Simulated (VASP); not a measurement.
Input of a VASP 6.6.1 run:

INCAR

```
SYSTEM = AsO
  ALGO = Normal
  EDIFF = 1E-6
  EDIFFG = -0.01
  ENCUT = 600
  GGA = PE
  IBRION = 2
  ISIF = 3
  ISMEAR = 0
  LASPH = .TRUE.
  LCHARG = .FALSE.
  LREAL = .FALSE.
  LWAVE = .FALSE.
  NELM = 60
  NSW = 100
  PREC = Accurate
  SIGMA = 0.1
```

Contents of KPOINTS:

```
k-points
0
G
  18 18 18
  0 0 0
```

The input POSCAR:

```
AsO
1.0
    0.0000000000      2.5438527479      2.5438527479
    2.5438527479      0.0000000000      2.5438527479
    2.5438527479      2.5438527479      0.0000000000
As O
1 1
Direct
    0.0000000000      0.0000000000      0.0000000000
    0.2500000000      0.2500000000      0.2500000000
```

Potentials or basis: VASP PAW PBE potentials, release 64 (As, O).

Run with:

```sh
$ cat potpaw_PBE.64/As/POTCAR potpaw_PBE.64/O/POTCAR > POTCAR
$ mpirun -np 1 vasp_std > vasp.out
```

(1) Estimate the space group after relaxing (to 0.1 Å).

(2) Predict the relaxed volume.

## Answers

(1) F-43m (No. 216).

(2) 16.52 Å³/atom.

Caveat: an odd number of electrons without spin polarisation forces a metal; a magnetic or distorted state may lie lower.
